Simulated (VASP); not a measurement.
Here is a VASP 6.6.1 calculation.

The input INCAR:

```
PREC     = Accurate       # precision mode
ENCUT    = 520            # plane-wave cutoff, eV
EDIFF    = 1E-7           # SCF threshold, eV
ISMEAR   = -1             # smearing method
SIGMA    = 0.05           # smearing width, eV
LREAL    = F              # projectors in reciprocal space
LASPH    = T              # aspherical terms in the spheres
NELM     = 80             # most SCF steps
ALGO     = Normal         # electronic algorithm
ISIF     = 2              # what is computed and relaxed
LWAVE    = F              # write WAVECAR
LCHARG   = F              # write CHGCAR
GGA      = PS             # functional
NBANDS   = 16             # bands
```

KPOINTS

```
regular mesh
0
Gamma
  6 6 5
```

POSCAR

```
TiB2
1.0
    3.0292000000      0.0000000000      0.0000000000
   -1.5146000000      2.6233641531      0.0000000000
    0.0000000000      0.0000000000      3.2284000000
Ti B
1 2
Direct
    0.0000000000      0.0000000000      0.0000000000
    0.6666666667      0.3333333333      0.5000000000
    0.3333333333      0.6666666667      0.5000000000
```

Potentials or basis: VASP PAW PBE potentials, release 64 (Ti_sv, B).

Run with:

```bash
$ cat potpaw_PBE.64/Ti_sv/POTCAR potpaw_PBE.64/B/POTCAR > POTCAR
$ mpirun -np 1 vasp_std > vasp.out
```

Q: What does it give for the pressure?

A: -4.6 GPa.

Q: What does it give for the band gap on the k mesh?

A: Zero (filled and empty bands touch).

Stress tensor (GPa, compression positive):
```
-2.80  0.00  0.00
 0.00 -2.80  0.00
 0.00  0.00 -8.09
```

Caveat: the k points lie up to 0.40 Å⁻¹ apart; the PAW data sets were made with another functional, which shifts forces and pressure a little.
